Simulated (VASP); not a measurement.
# Ir (P6_3/mmc) in VASP: notebook

Runs on Ir. Level: PBEsol. Tasks: single point.

Everything below comes from runs of VASP 6.6.1. Logs are shortened: lines on timing, memory, paths and dates and some standing lists are left out, and cuts for length are marked.

### 1 The cell of the first run

The structure is hexagonal, space group P6_3/mmc (No. 194). The conventional cell has a = 2.626 Å, b = 2.626 Å, c = 4.152 Å, α = 90.00°, β = 90.00°, γ = 120.00°. Ir (site symmetry -6m2) has 12 Ir at 2.57 to 2.63 Å within 3.4 Å.

This isn't the form of Ir at room conditions, which is fcc.

### 2 Single point, PBEsol

Input file INCAR:

```
ALGO = Fast
EDIFF = 1E-7
ENCUT = 520
GGA = PS
ISIF = 2
ISMEAR = 0
LASPH = T
LCHARG = T
LELF = T
LREAL = F
LVHAR = T
LWAVE = F
NBANDS = 16
NELM = 80
PREC = Accurate
SIGMA = 0.1
```

Input file KPOINTS:

```
k-points
0
Gamma
  6 6 4
```

Input file POSCAR:

```
Ir
1.0
    2.6263832211      0.0000000000      0.0000000000
   -1.3131916105      2.2745145895      0.0000000000
    0.0000000000      0.0000000000      4.1521881160
Ir
2
Direct
    0.3333333333      0.6666666667      0.2500000000
    0.6666666667      0.3333333333      0.7500000000
```

Potentials or basis: VASP PAW PBE potentials, release 64 (Ir).

Started as:

```sh
$ cat potpaw_PBE.64/Ir/POTCAR > POTCAR
$ mpirun -np 1 vasp_std > vasp.out
```

OUTCAR:

```text
EDIFF = 1E-7
   ENCUT = 520
   GGA = PS
   ISIF = 2
   ISMEAR = 0
   LASPH = T
   LREAL = F
   NELM = 80
   PREC = Accurate

 ion  position               nearest neighbor table
   1  0.333  0.667  0.250-   2 2.57   2 2.57   2 2.57   2 2.57   2 2.57   2 2.57
   2  0.667  0.333  0.750-   1 2.57   1 2.57   1 2.57   1 2.57   1 2.57   1 2.57

  LATTYP: Found a hexagonal cell.
 ALAT       =     2.6263832211
 C/A-ratio  =     1.5809528795

  Lattice vectors:

 A1 = (   2.6263832211,   0.0000000000,   0.0000000000)
 A2 = (  -1.3131916105,   2.2745145895,   0.0000000000)
 A3 = (   0.0000000000,   0.0000000000,   4.1521881160)

Analysis of symmetry for initial positions (statically):
=====================================================================
 Subroutine PRICEL returns:
 Original cell was already a primitive cell.

 Routine SETGRP: Setting up the symmetry group for a
 hexagonal supercell.

 Subroutine GETGRP returns: Found 24 space group operations
 (whereof 12 operations were pure point group operations)
 out of a pool of 24 trial point group operations.

The static configuration has the point symmetry D_3d.
 The point group associated with its full space group is D_6h.

Analysis of symmetry for dynamics (positions and initial velocities):
=====================================================================
 Subroutine PRICEL returns:
 Original cell was already a primitive cell.

 Routine SETGRP: Setting up the symmetry group for a
 hexagonal supercell.

 Subroutine GETGRP returns: Found 24 space group operations
 (whereof 12 operations were pure point group operations)
 out of a pool of 24 trial point group operations.

The dynamic configuration has the point symmetry D_3d.
 The point group associated with its full space group is D_6h.

 Subroutine INISYM returns: Found 24 space group operations
 (whereof 12 operations are pure point group operations),
 and found     1 'primitive' translations

----------------------------------------------------------------------------------------

                                     Primitive cell

  volume of cell :      24.8041

  direct lattice vectors                    reciprocal lattice vectors
     2.626383221  0.000000000  0.000000000     0.380751747  0.219827124  0.000000000
    -1.313191611  2.274514589  0.000000000     0.000000000  0.439654247  0.000000000
     0.000000000  0.000000000  4.152188116     0.000000000  0.000000000  0.240836873

  length of vectors
     2.626383221  2.626383221  4.152188116     0.439654247  0.439654247  0.240836873

  position of ions in fractional coordinates (direct lattice)
     0.333333333  0.666666667  0.250000000
     0.666666667  0.333333333  0.750000000

  ion indices of the primitive-cell ions
   primitive index   ion index
                 1           1
                 2           2

----------------------------------------------------------------------------------------

 KPOINTS: k-points

Automatic generation of k-mesh.
 Grid dimensions read from file:
 generate k-points for:    6    6    4

 Generating k-lattice:

  Cartesian coordinates                     Fractional coordinates (reciprocal lattice)
     0.063458625  0.036637854  0.000000000     0.166666667 -0.000000000  0.000000000
     0.000000000  0.073275708  0.000000000     0.000000000  0.166666667  0.000000000
     0.000000000  0.000000000  0.060209218     0.000000000  0.000000000  0.250000000

  Length of vectors
     0.073275708  0.073275708  0.060209218

  Shift w.r.t. Gamma in fractional coordinates (k-lattice)
     0.000000000  0.000000000  0.000000000

 Subroutine IBZKPT returns following result:
 ===========================================

 Found     21 irreducible k-points:

 Following reciprocal coordinates:
            Coordinates               Weight
  0.000000  0.000000  0.000000      1.000000
  0.166667 -0.000000  0.000000      6.000000
  0.333333  0.000000  0.000000      6.000000
  0.500000 -0.000000  0.000000      3.000000
  0.166667  0.166667  0.000000      6.000000
  0.333333  0.166667  0.000000     12.000000
[... 13 lines left out ...]
  0.333333  0.166667  0.500000     12.000000
  0.333333  0.333333  0.500000      2.000000
   k-points           NKPTS =     21   k-points in BZ     NKDIM =     21   number of bands    NBANDS=     16
   number of dos      NEDOS =    301   number of ions     NIONS =      2
   total plane-waves  NPLWV =  12800
   dimension x,y,z NGX =    20 NGY =   20 NGZ =   32
   dimension x,y,z NGXF=    40 NGYF=   40 NGZF=   64
   ions per type =               2
   NGX,Y,Z   is equivalent  to a cutoff of  12.66, 12.66, 12.81 a.u.
   NGXF,Y,Z  is equivalent  to a cutoff of  25.32, 25.32, 25.62 a.u.
 SYSTEM =  unknown system
   PREC   = accura    normal or accurate (medium, high low for compatibility)
   ISTART =      0    job   : 0-new  1-cont  2-samecut
   ICHARG =      2    charge: 1-file 2-atom 10-const
   ISPIN  =      1    spin polarized calculation?
   LNONCOLLINEAR =      F non collinear calculations
   LSORBIT =      F    spin-orbit coupling
   LASPH  =      T    aspherical Exc in radial PAW
   ENCUT  =  520.0 eV  38.22 Ry    6.18 a.u.   4.88  4.88  7.72*2*pi/ulx,y,z
   NELM   =     80;   NELMIN=  2; NELMDL= -5     # of ELM steps
   EDIFF  = 0.1E-06   stopping-criterion for ELM
   LREAL  =      F    real-space projection
   EDIFFG = 0.1E-05   stopping-criterion for IOM
   NSW    =      0    number of steps for IOM
   IBRION =     -1    ionic relax: 0-MD 1-quasi-New 2-CG
   NFREE  =      0    steps in history (QN), initial steepest desc. (CG)
   ISIF   =      2    stress and relaxation
   ISYM   =      2    0-nonsym 1-usesym 2-fastsym
   POTIM  = 0.5000    time-step for ionic-motion
   TEBEG  =    0.0;   TEEND  =   0.0 temperature during run
   PSTRESS=    0.0 pullay stress
   NELECT =      18.0000    total number of electrons
   NUPDOWN=      -1.0000    fix difference up-down
   EMIN   =  10.00;   EMAX   =-10.00  energy-range for DOS
   EFERMI =   0.00;   METHOD = LEGACY
   ISMEAR =     0;   SIGMA  =   0.10  broadening in eV -4-tet -1-fermi 0-gaus
   EFERMI_NEDOS =   21; number of points for ismear=-14 and -15
   IALGO  =     68    algorithm
   IMIX   =      4    mixing-type and parameters
     AMIX     =   0.40;   BMIX     =  1.00
     AMIX_MAG =   1.60;   BMIX_MAG =  1.00
  volume/ion in A,a.u.               =      12.40        83.69
  Fermi-wavevector in a.u.,A,eV,Ry     =   1.471153  2.780075 29.446952  2.164290
  Thomas-Fermi vector in A             =   2.586323
   LORBIT       =      0    0 simple, 1 ext, 2 COOP (PROOUT), +10 PAW based schemes
   GGA     = PS    functional components
   LHFCALC =     F    Hartree Fock is set to
   AEXX    =    0.0000 exact exchange contribution
   IVDW    =     0    specifies the selected vdW correction
   LEPSILON=     F    determine dielectric tensor
   LRPA    =     F    only Hartree local field effects (RPA)
 non-spin polarized calculation
 RMM-DIIS sequential band-by-band and
 Gauss-broadening in eV      SIGMA  =   0.10
  energy-cutoff  :      520.00
  volume of cell :       24.80
 maximum number of plane-waves:       699
 NGX is ok and might be reduce to    20
   NGX =  9   NGY =  9   NGZ = 15

 number of electron      17.9999999 magnetization

 Free energy of the ion-electron system (eV)
  ---------------------------------------------------
  ext. energy  EPLUGINS =         0.00000000
  ---------------------------------------------------
  free energy    TOTEN  =       -18.78373674 eV

  energy without entropy =      -18.77448593  energy(sigma->0) =      -18.77911134

 E-fermi :  12.6803     XC(G=0): -14.8832

 val. band max:       12.6252165470   @ k =   0.3333   0.1667   0.2500
 cond. band min:      12.8053656048   @ k =   0.3333   0.0000   0.5000
 fundamental gap:      0.1801490578
 Fermi energy:        12.6803362826

 k-point     1 :       0.0000    0.0000    0.0000
  band No.  band energies     occupation
      1       0.0196      2.00000
      2       3.1007      2.00000
      3       8.0775      2.00000
      4       8.0775      2.00000
      5       8.2793      2.00000
      6       8.9882      2.00000
[... 8 lines left out ...]
     15      29.4933      0.00000
     16      30.7856      0.00000

 k-point     2 :       0.1667   -0.0000    0.0000
  band No.  band energies     occupation
      1       1.1804      2.00000
      2       4.0140      2.00000
      3       6.8873      2.00000
      4       7.9105      2.00000
      5       8.3837      2.00000
      6       8.9186      2.00000
[... 8 lines left out ...]
     15      30.3633      0.00000
     16      31.9174      0.00000

 k-point     3 :       0.3333    0.0000    0.0000
  band No.  band energies     occupation
      1       3.3586      2.00000
      2       4.1647      2.00000
      3       5.3343      2.00000
      4       7.2822      2.00000
      5       7.8911      2.00000
      6       8.5500      2.00000
[... 8 lines left out ...]
     15      27.4267      0.00000
     16      27.5716      0.00000

 k-point     4 :       0.5000   -0.0000    0.0000
  band No.  band energies     occupation
      1       3.5888      2.00000
      2       3.9963      2.00000
      3       4.3921      2.00000
      4       7.4749      2.00000
      5       8.5723      2.00000
      6       8.6459      2.00000
[... 8 lines left out ...]
     15      24.6214      0.00000
     16      25.5717      0.00000

 k-point     5 :       0.1667    0.1667    0.0000
  band No.  band energies     occupation
      1       3.0778      2.00000
      2       5.1197      2.00000
      3       5.9089      2.00000
      4       6.0274      2.00000
      5       7.7257      2.00000
      6       8.2235      2.00000
[... 8 lines left out ...]
     15      26.7846      0.00000
     16      29.2369      0.00000

 k-point     6 :       0.3333    0.1667    0.0000
  band No.  band energies     occupation
      1       4.5666      2.00000
      2       4.6370      2.00000
      3       4.6729      2.00000
      4       7.1306      2.00000
      5       7.3552      2.00000
      6       8.5641      2.00000
[... 8 lines left out ...]
     15      25.2867      0.00000
     16      27.8942      0.00000

 k-point     7 :       0.3333    0.3333    0.0000
  band No.  band energies     occupation
      1       4.2697      2.00000
      2       5.6930      2.00000
      3       5.6930      2.00000
      4       6.5531      2.00000
      5       7.6830      2.00000
      6       7.6830      2.00000
[... 8 lines left out ...]
     15      28.1423      0.00000
     16      28.1426      0.00000

 k-point     8 :       0.0000    0.0000    0.2500
  band No.  band energies     occupation
      1       0.8411      2.00000
      2       3.2165      2.00000
      3       7.7617      2.00000
      4       7.7617      2.00000
      5       7.8619      2.00000
      6       8.5146      2.00000
[... 8 lines left out ...]
     15      28.7098      0.00000
     16      32.1085      0.00000

 k-point     9 :       0.1667   -0.0000    0.2500
  band No.  band energies     occupation
      1       1.8965      2.00000
      2       4.2408      2.00000
      3       6.8566      2.00000
      4       7.0354      2.00000
      5       7.6937      2.00000
      6       8.4185      2.00000
[... 8 lines left out ...]
     15      29.8115      0.00000
     16      30.9502      0.00000
[... 115 lines left out ...]
 k-point    16 :       0.1667   -0.0000    0.5000
  band No.  band energies     occupation
      1       3.5886      2.00000
      2       3.5886      2.00000
      3       6.4180      2.00000
      4       6.4180      2.00000
      5       7.9726      2.00000
      6       7.9726      2.00000
[... 8 lines left out ...]
     15      30.2332      0.00000
     16      30.2332      0.00000

 k-point    17 :       0.3333    0.0000    0.5000
  band No.  band energies     occupation
      1       3.8099      2.00000
      2       3.8099      2.00000
      3       5.9813      2.00000
      4       5.9813      2.00000
      5       9.3261      2.00000
      6       9.3261      2.00000
[... 8 lines left out ...]
     15      29.5465      0.00000
     16      29.5465      0.00000

 k-point    18 :       0.5000   -0.0000    0.5000
  band No.  band energies     occupation
      1       3.4077      2.00000
      2       3.4077      2.00000
      3       5.5976      2.00000
      4       5.5976      2.00000
      5      10.0329      2.00000
      6      10.0329      2.00000
[... 8 lines left out ...]
     15      29.5029      0.00000
     16      29.5030      0.00000

 k-point    19 :       0.1667    0.1667    0.5000
  band No.  band energies     occupation
      1       4.3642      2.00000
      2       4.3642      2.00000
      3       6.4144      2.00000
      4       6.4144      2.00000
      5       7.3732      2.00000
      6       7.3732      2.00000
[... 8 lines left out ...]
     15      30.1114      0.00000
     16      30.1118      0.00000

 k-point    20 :       0.3333    0.1667    0.5000
  band No.  band energies     occupation
      1       4.1684      2.00000
      2       4.1684      2.00000
      3       6.2104      2.00000
      4       6.2104      2.00000
      5       8.3765      2.00000
      6       8.3765      2.00000
[... 8 lines left out ...]
     15      27.8580      0.00000
     16      27.8580      0.00000

 k-point    21 :       0.3333    0.3333    0.5000
  band No.  band energies     occupation
      1       5.0822      2.00000
      2       5.0822      2.00000
      3       6.1105      2.00000
      4       6.1105      2.00000
      5       7.8459      2.00000
      6       7.8459      2.00000
[... 8 lines left out ...]
     15      24.0127      0.00000
     16      24.0127      0.00000

------------------------ aborting loop because EDIFF is reached ----------------------------------------

  FORCE on cell =-STRESS in cart. coord.  units (eV):
  Direction    XX          YY          ZZ          XY          YZ          ZX
  --------------------------------------------------------------------------------------
  -------------------------------------------------------------------------------------
  Total       10.3696654     10.3696654     12.3935156      0.0000000      0.0000000      0.0000000
  in kB      669.8097798    669.8097797    800.5367196      0.0000000      0.0000000      0.0000000
  external PRESSURE =     713.3854264 kB  Pullay stress =       0.0000000 kB

 VOLUME and BASIS-vectors are now :
 -----------------------------------------------------------------------------
  energy-cutoff  :      520.00
  volume of cell :       24.80
      direct lattice vectors                 reciprocal lattice vectors
     2.626383221  0.000000000  0.000000000     0.380751747  0.219827124  0.000000000
    -1.313191611  2.274514589  0.000000000     0.000000000  0.439654247  0.000000000
     0.000000000  0.000000000  4.152188116     0.000000000  0.000000000  0.240836873

 POSITION                                       TOTAL-FORCE (eV/Angst)
 -----------------------------------------------------------------------------------
     -0.00000      1.51634      1.03805        -0.000000      0.000000      0.000000
      1.31319      0.75817      3.11414         0.000000      0.000000      0.000000
 -----------------------------------------------------------------------------------
    total drift:                               -0.000000      0.000000     -0.000000

  FREE ENERGIE OF THE ION-ELECTRON SYSTEM (eV)
  ---------------------------------------------------
  free  energy   TOTEN  =       -18.7837367398 eV

  energy  without entropy=      -18.7744859336  energy(sigma->0) =      -18.77911134
```

It took 19 s on 1 thread of Intel Xeon 8259CL, shared host; peak memory 0.14 GiB.

What came out:

- Free energy: -18.7837 eV
- Pressure: 71.3 GPa
- Band gap on the k mesh: zero (bands 9 and 10 overlap by 4.23 eV)

Stress tensor (GPa, compression positive):
```
66.98  0.00  0.00
 0.00 66.98  0.00
 0.00  0.00 80.05
```

Levels at points of the mesh, in eV from the Fermi level:
```
           k point  band 5  band 6  band 7  band 8  band 9  band 10  band 11  band 12  band 13  band 14
(0.00, 0.00, 0.00)   -4.40   -3.69   -3.69   -3.06   -3.06    -0.76     0.46     0.46     8.90    13.97
(0.50, 0.00, 0.00)   -4.11   -4.03   -3.31    0.91    1.52     1.58     3.64     5.23     9.33    11.90
(0.00, 0.00, 0.50)   -4.83   -4.83   -4.83   -4.83   -0.38    -0.38    -0.38    -0.38    13.64    13.64
(0.50, 0.00, 0.50)   -2.65   -2.65   -1.16   -1.16    1.28     1.28     2.47     2.47     9.05     9.05
```

Caveat: the k points lie up to 0.46 Å⁻¹ apart, too coarse for converged energies and pressures of a metal; the PAW data sets were made with another functional, which shifts forces and pressure a little; spin-orbit coupling is left out, which moves the levels of the heavy elements.

### 3 Single point, PBEsol

This run uses another cell than the first one, of 14.12 Å³/atom.

Input file INCAR:

```
ALGO = Fast ; EDIFF = 1E-6
ENCUT = 520 ; GGA = PS
ISIF = 2 ; ISMEAR = 0
LASPH = True ; LCHARG = True
LELF = True ; LREAL = False
LVHAR = True ; LWAVE = False
NBANDS = 16 ; NELM = 100
PREC = Accurate ; SIGMA = 0.1
```

Input file KPOINTS:

```
k-points
0
Gamma
  12 12 6
```

Input file POSCAR:

```
Ir
1.0
    2.7138766430      0.0000000000      0.0000000000
   -1.3569383215      2.3502861156      0.0000000000
    0.0000000000      0.0000000000      4.4261179587
Ir
2
Direct
    0.3333333333      0.6666666667      0.2500000000
    0.6666666667      0.3333333333      0.7500000000
```

Potentials or basis: VASP PAW PBE potentials, release 64 (Ir).

Started as:

```sh
$ cat potpaw_PBE.64/Ir/POTCAR > POTCAR
$ mpirun -np 1 vasp_std > vasp.out
```

Wall time 57 s (1 thread of Intel Xeon 8259CL, shared host); peak memory 0.16 GiB.

The run converged. Its results:

```
Free energy            : -19.4986 eV
Pressure               : 0.8 GPa
Band gap on the k mesh : zero (bands 9 and 10 overlap by 3.39 eV)
```

Stress tensor (GPa, compression positive):
```
0.59 0.00 0.00
0.00 0.59 0.00
0.00 0.00 1.17
```

Levels at points of the mesh, in eV from the Fermi level:
```csv
k point,band 6,band 7,band 8,band 9,band 10,band 11,band 12,band 13
"(0.00, 0.00, 0.00)",-3.24,-3.24,-2.36,-2.36,-0.96,0.28,0.28,6.99
"(0.50, 0.00, 0.00)",-3.50,-3.06,0.76,0.96,1.16,2.97,4.43,8.21
"(0.00, 0.00, 0.50)",-4.00,-4.00,-4.00,-0.48,-0.48,-0.48,-0.48,13.57
"(0.50, 0.00, 0.50)",-2.14,-1.02,-1.02,1.00,1.00,2.00,2.00,7.69
```

Caveat: the PAW data sets were made with another functional, which shifts forces and pressure a little; spin-orbit coupling is left out, which moves the levels of the heavy elements.

The gap in the log of VASP goes by the Fermi energy; the results here count the filled bands.